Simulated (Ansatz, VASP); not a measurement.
Sr in VASP and in Ansatz

Contents of INCAR:

```
PREC = Accurate
ENCUT = 520
EDIFF = 1E-6
ISMEAR = 0
SIGMA = 0.1
LREAL = F
LASPH = T
NELM = 100
ALGO = Normal
ISIF = 2
LWAVE = F
LCHARG = F
NBANDS = 11
```

The input KPOINTS:

```
Automatic mesh
0
Gamma
  6 6 6
```

POSCAR

```
Sr
1.0
    0.0000000000      3.0336031300      3.0336031300
    3.0336031300      0.0000000000      3.0336031300
    3.0336031300      3.0336031300      0.0000000000
Sr
1
Direct
    0.0000000000      0.0000000000      0.0000000000
```

Input for Ansatz:

```yaml
crystal:
  lattice:
    - [0.0, 3.03360313, 3.03360313]
    - [3.03360313, 0.0, 3.03360313]
    - [3.03360313, 3.03360313, 0.0]
  atoms:
    - { symbol: Sr, position: [0.0, 0.0, 0.0] }
basis:
  ecutwfc: 420
kpoints:
  mp_grid: { grid: [6, 6, 6] }
hamiltonian:
  xc: lda
  pseudopotentials: { kind: paw, azcp: { folder: soft_1 } }
scf:
  occupations: { method: gaussian, width: 0.1 }
output:
  forces: true
  stress: true
  eigenvalues: true
```

Alike in both runs: task single point; functional LDA; k mesh 6 × 6 × 6; occupations gaussian, width 0.1 eV; no spin polarisation.

|  | VASP | Ansatz |
| --- | --- | --- |
| version | VASP 6.6.1 | Ansatz 0.2.0 |
| potentials or method | VASP PAW LDA potentials, release 64 (Sr_sv), cutoff 520 eV | scalar-relativistic, plane waves, PAW |
| valence electrons in the cell | 10 | 10 |

|  | VASP | Ansatz | Ansatz less VASP |
| --- | --- | --- | --- |
| gap on the k mesh at the Fermi level (eV) | 0.09 | 0.09 | +0.001 |
| least direct gap on the mesh (eV) | 0.09 | 0.09 | +0.001 |
| pressure (GPa) | -1.5 | -1.5 | 0.00 |

Ansatz warns that its potentials were made for another functional, while VASP's fit it. LDA's correlation is that of Perdew and Zunger in VASP and of Perdew and Wang (1992) in Ansatz.
